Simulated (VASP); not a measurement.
# MgI2 (P-3m1) in VASP: further runs, part 2 of 3

VASP 6.6.1. The steps go on from the part before.

### Step 4. Single point, PBE

This run uses another cell than the first one, of 43.11 Å³/atom, 1.031 times its volume.

INCAR

```
ALGO = Normal ; EDIFF = 1E-6
ENCUT = 520 ; GGA = PE
ISIF = 2 ; ISMEAR = 0
LASPH = True ; LCHARG = True
LELF = True ; LREAL = False
LVHAR = True ; LWAVE = False
NBANDS = 15 ; NELM = 60
PREC = Accurate ; SIGMA = 0.05
```

KPOINTS

```
k-points
0
Gamma
  6 6 4
```

POSCAR

```
MgI2
1.0
    4.3165329393      0.0000000000      0.0000000000
   -2.1582664697      3.7382271817      0.0000000000
    0.0000000000      0.0000000000      8.0147218160
Mg I
1 2
Direct
    0.0000000000      0.0000000000      0.0000000000
    0.3333333333      0.6666666667      0.7666648737
    0.6666666667      0.3333333333      0.2333351263
```

Run with:

```bash
> cat potpaw_PBE.64/Mg/POTCAR potpaw_PBE.64/I/POTCAR > POTCAR
> mpirun -np 1 vasp_std > vasp.out
```

It took 30 s on 1 thread of Intel Xeon Platinum 8375C at 2.90GHz (Ice Lake), shared host; peak memory 0.25 GiB.

Results (log left out):

* Free energy: -7.4940 eV
* Pressure: -2.9 GPa
* Largest force: 0.878 eV/Å
* Band gap on the k mesh: 3.00 eV, direct

Forces in eV/Å, atoms in the order of the input:
```
Mg   0.000  0.000  0.000
I    0.000  0.000  0.878
I    0.000  0.000 -0.878
```

Stress tensor (GPa, compression positive):
```
-2.39  0.00  0.00
 0.00 -2.39  0.00
 0.00  0.00 -4.04
```

Levels at points of the mesh, in eV from the valence-band top:
| k point | band 5 | band 6 | band 7 | band 8 | band 9 | band 10 | band 11 | band 12 |
| --- | --- | --- | --- | --- | --- | --- | --- | --- |
| (0.00, 0.00, 0.00) | -0.17 | -0.17 | 0.00 | 0.00 | 3.00 | 4.84 | 6.62 | 6.62 |
| (0.50, 0.00, 0.00) | -1.39 | -0.88 | -0.74 | -0.37 | 3.25 | 5.08 | 5.60 | 6.59 |
| (0.00, 0.00, 0.50) | -0.14 | -0.14 | -0.03 | -0.03 | 3.71 | 4.73 | 6.57 | 6.57 |
| (0.50, 0.00, 0.50) | -1.13 | -0.83 | -0.73 | -0.44 | 3.11 | 5.00 | 5.71 | 5.95 |

Caveat: spin-orbit coupling is left out, which moves the levels of the heavy elements; this functional lacks dispersion, which binds the layers, so the pressure and a relaxed spacing across them are unreliable. Expect the measured gap to be larger: semilocal functionals such as PBE lack the derivative discontinuity.

### Step 5. Single point, PBE

This run uses another cell than the first one, of 43.11 Å³/atom, 1.031 times its volume.

INCAR

```
PREC = Accurate
ENCUT = 520
EDIFF = 1E-6
ISMEAR = 0
SIGMA = 0.05
LREAL = False
LASPH = True
NELM = 80
ALGO = Normal
ISIF = 2
LWAVE = False
LCHARG = False
GGA = PE
NBANDS = 15
```

KPOINTS

```
Automatic mesh
0
Gamma
  6 6 4
```

POSCAR

```
MgI2
1.0
    4.3165329393      0.0000000000      0.0000000000
   -2.1582664697      3.7382271817      0.0000000000
    0.0000000000      0.0000000000      8.0147218160
Mg I
1 2
Direct
    0.0000000000      0.0000000000      0.0000000000
    0.3333333333      0.6666666667      0.7743456377
    0.6666666667      0.3333333333      0.2256543623
```

Potentials or basis: VASP PAW PBE potentials, release 64 (Mg, I).

Run with:

```bash
> cat potpaw_PBE.64/Mg/POTCAR potpaw_PBE.64/I/POTCAR > POTCAR
> mpirun -np 1 vasp_std > vasp.out
```

OUTCAR:

```text
PREC = Accurate
   ENCUT = 520
   EDIFF = 1E-6
   ISMEAR = 0
   LREAL = False
   LASPH = True
   NELM = 80
   ISIF = 2
   GGA = PE

 ion  position               nearest neighbor table
   1  0.000  0.000  0.000-   2 3.08   3 3.08   3 3.08   2 3.08   3 3.08   2 3.08
   2  0.333  0.667  0.774-   1 3.08   1 3.08   1 3.08
   3  0.667  0.333  0.226-   1 3.08   1 3.08   1 3.08

  LATTYP: Found a hexagonal cell.
 ALAT       =     4.3165329393
 C/A-ratio  =     1.8567498334

  Lattice vectors:

 A1 = (   4.3165329393,   0.0000000000,   0.0000000000)
 A2 = (  -2.1582664697,   3.7382271817,   0.0000000000)
 A3 = (   0.0000000000,   0.0000000000,   8.0147218160)

Analysis of symmetry for initial positions (statically):
[... 33 lines left out ...]
                                     Primitive cell

  volume of cell :     129.3270

  direct lattice vectors                    reciprocal lattice vectors
     4.316532939  0.000000000  0.000000000     0.231667409  0.133753241  0.000000000
    -2.158266470  3.738227182  0.000000000     0.000000000  0.267506481  0.000000000
     0.000000000  0.000000000  8.014721816     0.000000000  0.000000000  0.124770394

  length of vectors
     4.316532939  4.316532939  8.014721816     0.267506481  0.267506481  0.124770394

  position of ions in fractional coordinates (direct lattice)
     0.000000000  0.000000000  0.000000000
     0.333333333  0.666666667  0.774345638
     0.666666667  0.333333333  0.225654362

  ion indices of the primitive-cell ions
   primitive index   ion index
                 1           1
                 2           2
                 3           3

----------------------------------------------------------------------------------------

 KPOINTS: Automatic mesh

Automatic generation of k-mesh.
 Grid dimensions read from file:
 generate k-points for:    6    6    4

 Generating k-lattice:

  Cartesian coordinates                     Fractional coordinates (reciprocal lattice)
     0.038611235  0.022292207  0.000000000     0.166666667  0.000000000  0.000000000
     0.000000000  0.044584414  0.000000000     0.000000000  0.166666667  0.000000000
     0.000000000  0.000000000  0.031192599     0.000000000  0.000000000  0.250000000

  Length of vectors
     0.044584414  0.044584414  0.031192599

  Shift w.r.t. Gamma in fractional coordinates (k-lattice)
[... 9 lines left out ...]
  0.000000  0.000000  0.000000      1.000000
  0.166667  0.000000  0.000000      6.000000
  0.333333 -0.000000  0.000000      6.000000
  0.500000  0.000000  0.000000      3.000000
  0.166667  0.166667  0.000000      6.000000
  0.333333  0.166667  0.000000     12.000000
[... 22 lines left out ...]
   dimension x,y,z NGXF=    64 NGYF=   64 NGZF=  120
   ions per type =               1   2
   NGX,Y,Z   is equivalent  to a cutoff of  12.32, 12.32, 12.45 a.u.
   NGXF,Y,Z  is equivalent  to a cutoff of  24.65, 24.65, 24.89 a.u.
 SYSTEM =  unknown system
   PREC   = accura    normal or accurate (medium, high low for compatibility)
   ISTART =      0    job   : 0-new  1-cont  2-samecut
   ICHARG =      2    charge: 1-file 2-atom 10-const
   ISPIN  =      1    spin polarized calculation?
   LNONCOLLINEAR =      F non collinear calculations
   LSORBIT =      F    spin-orbit coupling
   LASPH  =      T    aspherical Exc in radial PAW
   ENCUT  =  520.0 eV  38.22 Ry    6.18 a.u.   8.03  8.03 14.90*2*pi/ulx,y,z
   NELM   =     80;   NELMIN=  2; NELMDL= -5     # of ELM steps
   EDIFF  = 0.1E-05   stopping-criterion for ELM
   LREAL  =      F    real-space projection
   EDIFFG = 0.1E-04   stopping-criterion for IOM
   NSW    =      0    number of steps for IOM
   IBRION =     -1    ionic relax: 0-MD 1-quasi-New 2-CG
[... 14 lines left out ...]
     AMIX     =   0.40;   BMIX     =  1.00
     AMIX_MAG =   1.60;   BMIX_MAG =  1.00
  volume/ion in A,a.u.               =      43.11       290.91
  Fermi-wavevector in a.u.,A,eV,Ry     =   0.815740  1.541525  9.053749  0.665432
  Thomas-Fermi vector in A             =   1.925882
   LORBIT       =      0    0 simple, 1 ext, 2 COOP (PROOUT), +10 PAW based schemes
   GGA     = PE    functional components
[... 6 lines left out ...]
 Gauss-broadening in eV      SIGMA  =   0.05
  energy-cutoff  :      520.00
  volume of cell :      129.33
 maximum number of plane-waves:      3534
   NGX = 17   NGY = 17   NGZ = 29

 number of electron      16.0000002 magnetization

 Free energy of the ion-electron system (eV)
  ---------------------------------------------------
  ext. energy  EPLUGINS =         0.00000000
  ---------------------------------------------------
  free energy    TOTEN  =        -7.59022838 eV

  energy without entropy =       -7.59022838  energy(sigma->0) =       -7.59022838

 E-fermi :   0.6912     XC(G=0):  -7.2078

 val. band max:        0.4209472894   @ k =   0.0000   0.0000   0.0000
 cond. band min:       3.6136640541   @ k =   0.0000   0.0000   0.0000
 fundamental gap:      3.1927167647
 Fermi energy:         0.6911776036

 k-point     1 :       0.0000    0.0000    0.0000
  band No.  band energies     occupation
      1     -11.0151      2.00000
      2     -10.6662      2.00000
      3      -2.3779      2.00000
      4       0.0417      2.00000
      5       0.2282      2.00000
      6       0.2282      2.00000
      7       0.4209      2.00000
      8       0.4209      2.00000
      9       3.6137      0.00000
     10       5.2642      0.00000
     11       7.0375      0.00000
     12       7.0375      0.00000
     13       7.4300      0.00000
     14       8.6064      0.00000
     15       8.6064      0.00000

 k-point     2 :       0.1667    0.0000    0.0000
  band No.  band energies     occupation
      1     -10.9171      2.00000
      2     -10.6062      2.00000
      3      -2.2512      2.00000
      4      -0.5840      2.00000
      5      -0.2498      2.00000
      6      -0.0061      2.00000
      7       0.0475      2.00000
      8       0.3545      2.00000
      9       4.2778      0.00000
     10       5.8034      0.00000
     11       6.4084      0.00000
     12       7.3011      0.00000
     13       7.5786      0.00000
     14       8.4283      0.00000
     15       8.5855      0.00000

 k-point     3 :       0.3333   -0.0000    0.0000
  band No.  band energies     occupation
      1     -10.6939      2.00000
      2     -10.4918      2.00000
      3      -2.2220      2.00000
      4      -1.5856      2.00000
      5      -0.9746      2.00000
      6      -0.3523      2.00000
      7      -0.0575      2.00000
      8       0.1607      2.00000
      9       4.1769      0.00000
     10       5.6430      0.00000
     11       6.4606      0.00000
     12       7.2884      0.00000
     13       7.3802      0.00000
     14       8.2632      0.00000
     15       9.2060      0.00000
[... 343 lines left out ...]
 k-point    23 :       0.3333    0.1667    0.5000
  band No.  band energies     occupation
      1     -10.5477      2.00000
      2     -10.4589      2.00000
      3      -2.3376      2.00000
      4      -1.7951      2.00000
      5      -1.0101      2.00000
      6      -0.7472      2.00000
      7      -0.2626      2.00000
      8      -0.1019      2.00000
      9       4.1961      0.00000
     10       5.9460      0.00000
     11       6.4897      0.00000
     12       7.1807      0.00000
     13       7.3232      0.00000
     14       8.7040      0.00000
     15       9.3931      0.00000

 k-point    24 :       0.3333    0.3333    0.5000
  band No.  band energies     occupation
      1     -10.4570      2.00000
      2     -10.4570      2.00000
      3      -2.1674      2.00000
      4      -1.5951      2.00000
      5      -1.5951      2.00000
      6      -1.2354      2.00000
      7      -0.1861      2.00000
      8      -0.1861      2.00000
      9       4.4096      0.00000
     10       6.1240      0.00000
     11       6.1240      0.00000
     12       7.6894      0.00000
     13       8.4905      0.00000
     14       8.8539      0.00000
     15       9.0566      0.00000

------------------------ aborting loop because EDIFF is reached ----------------------------------------

  FORCE on cell =-STRESS in cart. coord.  units (eV):
  Direction    XX          YY          ZZ          XY          YZ          ZX
  --------------------------------------------------------------------------------------
  -------------------------------------------------------------------------------------
  Total       -1.7471702     -1.7471702     -2.4619973      0.0000000      0.0000000      0.0000000
  in kB      -21.6449500    -21.6449500    -30.5006404      0.0000000      0.0000000      0.0000000
  external PRESSURE =     -24.5968468 kB  Pullay stress =       0.0000000 kB

 VOLUME and BASIS-vectors are now :
 -----------------------------------------------------------------------------
  energy-cutoff  :      520.00
  volume of cell :      129.33
      direct lattice vectors                 reciprocal lattice vectors
     4.316532939  0.000000000  0.000000000     0.231667409  0.133753241  0.000000000
    -2.158266470  3.738227182  0.000000000     0.000000000  0.267506481  0.000000000
     0.000000000  0.000000000  8.014721816     0.000000000  0.000000000  0.124770394

 POSITION                                       TOTAL-FORCE (eV/Angst)
 -----------------------------------------------------------------------------------
      0.00000      0.00000      0.00000        -0.000000      0.000000     -0.000000
     -0.00000      2.49215      6.20616         0.000000     -0.000000      0.681294
      2.15827      1.24608      1.80856         0.000000      0.000000     -0.681294
 -----------------------------------------------------------------------------------
    total drift:                               -0.000000      0.000000     -0.000000

  FREE ENERGIE OF THE ION-ELECTRON SYSTEM (eV)
  ---------------------------------------------------
  free  energy   TOTEN  =        -7.5902283828 eV

  energy  without entropy=       -7.5902283828  energy(sigma->0) =       -7.59022838
```

stdout:

```text
POSCAR found type information on POSCAR MgI
 POSCAR found :  2 types and       3 ions
 scaLAPACK will be used
 LDA part: xc-table for (Slater+PW92), standard interpolation
 POSCAR, INCAR and KPOINTS ok, starting setup
 FFT: planning ... GRIDC
 FFT: planning ... GRID_SOFT
 FFT: planning ... GRID
 WAVECAR not read
 entering main loop
```

Wall time 28 s (1 thread of Intel Xeon Platinum 8375C at 2.90GHz (Ice Lake), shared host); peak memory 0.25 GiB.

What came out:

| Property | Result |
| --- | --- |
| Free energy | -7.5902 eV |
| Pressure | -2.5 GPa |
| Largest force | 0.681 eV/Å |
| Band gap on the k mesh | 3.19 eV, direct |

Forces on the atoms (eV/Å):
```
Mg   0.000  0.000  0.000
I    0.000  0.000  0.681
I    0.000  0.000 -0.681
```

Levels at points of the mesh, in eV from the valence-band top:
```tsv
k point	band 4	band 5	band 6	band 7	band 8	band 9	band 10	band 11	band 12	band 13
(0.00, 0.00, 0.00)	-0.38	-0.19	-0.19	0.00	0.00	3.19	4.84	6.62	6.62	7.01
(0.50, 0.00, 0.00)	-2.32	-1.31	-0.92	-0.66	-0.36	3.39	5.22	5.71	6.86	6.88
(0.00, 0.00, 0.50)	-0.92	-0.17	-0.17	-0.02	-0.02	3.84	4.77	6.57	6.57	7.28
(0.50, 0.00, 0.50)	-2.42	-1.09	-0.88	-0.65	-0.41	3.28	5.18	5.77	6.10	7.11
```

Caveat: spin-orbit coupling is left out, which moves the levels of the heavy elements; this functional lacks dispersion, which binds the layers, so the pressure and a relaxed spacing across them are unreliable. As with any semilocal functional, this PBE gap is likely too small.

(Continued in part 3 of 3.)
